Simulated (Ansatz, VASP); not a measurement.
**One calculation of CuO, two programs**

File INCAR:

```
SYSTEM = CuO
  ALGO = Normal
  EDIFF = 1E-6
  ENCUT = 820
  GGA = PE
  GGA_COMPAT = .FALSE.
  ISIF = 2
  ISMEAR = 0
  LASPH = .TRUE.
  LCHARG = .FALSE.
  LREAL = .FALSE.
  LWAVE = .FALSE.
  NBANDS = 33
  NELM = 120
  PREC = Accurate
  SIGMA = 0.1
```

File KPOINTS:

```
k-points
0
G
  4 4 4
  0 0 0
```

POSCAR

```
CuO
1.0
    2.3404404522     -1.7107783127     -0.0229301573
    2.3197430003      1.6824555157     -0.0101368612
   -0.8908838133      0.0240860588      5.0786274137
Cu O
2 2
Direct
   -0.0082652229      0.4939545091     -0.0055067082
    0.4909130835     -0.0195801087      0.4987901057
    0.5733962104      0.3983939412      0.2576963426
    0.3918683292      0.5610426818      0.7397132466
```

Input for Ansatz:

```yaml
crystal:
  lattice:
    - [2.3404404522, -1.7107783127, -0.0229301573]
    - [2.3197430003, 1.6824555157, -0.0101368612]
    - [-0.8908838133, 0.0240860588, 5.0786274137]
  atoms:
    - { symbol: Cu, position: [-0.0082652229, 0.4939545091, -0.0055067082] }
    - { symbol: Cu, position: [0.4909130835, -0.0195801087, 0.4987901057] }
    - { symbol: O, position: [0.5733962104, 0.3983939412, 0.2576963426] }
    - { symbol: O, position: [0.3918683292, 0.5610426818, 0.7397132466] }
basis:
  ecutwfc: 420
kpoints:
  mp_grid: { grid: [4, 4, 4] }
hamiltonian:
  xc: pbe
scf:
  occupations: { method: gaussian, width: 0.1 }
output:
  forces: true
  stress: true
  eigenvalues: true
```

Change from the starting cell: kmesh displaced: [4, 4, 4] Gamma-centred.

Alike in both runs: task single point; functional PBE; k mesh 4 × 4 × 4; occupations gaussian, width 0.1 eV; no spin polarisation.

```csv
,VASP,Ansatz
version,VASP 6.6.1,Ansatz 0.2.0
potentials or method,"VASP PAW PBE potentials, release 64 (Cu_sv_GW, O), cutoff 820 eV","scalar-relativistic, plane waves, PAW"
valence electrons in the cell,50,50
```

|  | VASP | Ansatz | Ansatz less VASP |
| --- | --- | --- | --- |
| gap on the k mesh at the Fermi level (eV) | none | none | - |
| pressure (GPa) | 6.3 | 7.1 | +0.79 |
| traceless stress, the component that is largest in VASP (GPa) | 2.32 | 2.30 | -0.022 |
| rms of the force components (eV/Å) | 0.342 | 0.341 | -0.0014 |

Atom by atom the forces differ by 0.005 eV/Å (rms over components). A gap of «none» marks a metal or a gap that the smearing closes. With one functional, cell and mesh, what is left measures potentials, basis and numerics.

The k mesh is coarse, so the values compare programs but aren't converged.
